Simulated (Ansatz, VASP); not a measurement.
One calculation of V, two programs

```xyz
2
Lattice="2.9589 0.0000 0.0000 0.0000 2.9589 0.0000 0.0000 0.0000 2.8405" Properties=species:S:1:pos:R:3 pbc="T T T"
V     0.0000    0.0000    0.0000
V     1.4794    1.4794    1.4203
```

Change from the starting cell: strain along c alone, the other axes held, atoms relaxed: -4.0 %.

Alike in both runs: task single point; functional PBEsol; k mesh 14 × 14 × 14; occupations gaussian, width 0.1 eV; no spin polarisation.

```csv
,VASP,Ansatz
version,VASP 6.6.1,Ansatz 0.2.0
potentials or method,"VASP PAW PBE potentials, release 64 (V_sv), cutoff 520 eV","scalar-relativistic, plane waves, PAW"
valence electrons in the cell,26,26
```

```tsv
	VASP	Ansatz	Ansatz less VASP
gap on the k mesh at the Fermi level (eV)	none	none	-
pressure (GPa)	9.1	8.8	-0.29
traceless stress, the component that is largest in VASP (GPa)	4.39	4.39	+0.006
```

VASP's potentials were made for PBE, not for PBEsol. A gap of «none» marks a metal or a gap that the smearing closes.
